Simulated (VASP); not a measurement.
A run of VASP 6.6.1 is set up as follows.

INCAR

```
PREC = Accurate
ENCUT = 520
EDIFF = 1E-7
ISMEAR = -1
SIGMA = 0.05
LREAL = False
LASPH = True
NELM = 60
ALGO = Normal
ISIF = 2
LWAVE = False
LCHARG = True
GGA = PE
LELF = True
LVHAR = True
NBANDS = 16
```

KPOINTS

```
regular mesh
0
Gamma
  9 9 9
```

File POSCAR:

```
NbSi
1.0
    0.0000000000      2.6077000683      2.6077000683
    2.6077000683      0.0000000000      2.6077000683
    2.6077000683      2.6077000683      0.0000000000
Nb Si
1 1
Direct
    0.0000000000      0.0000000000      0.0000000000
    0.5000000000      0.5000000000      0.5000000000
```

Potentials or basis: VASP PAW PBE potentials, release 64 (Nb_sv, Si).

The run is started by

```bash
$ cat potpaw_PBE.64/Nb_sv/POTCAR potpaw_PBE.64/Si/POTCAR > POTCAR
$ mpirun -np 1 vasp_std > vasp.out
```

What does it give for the pressure?

-5.6 GPa.
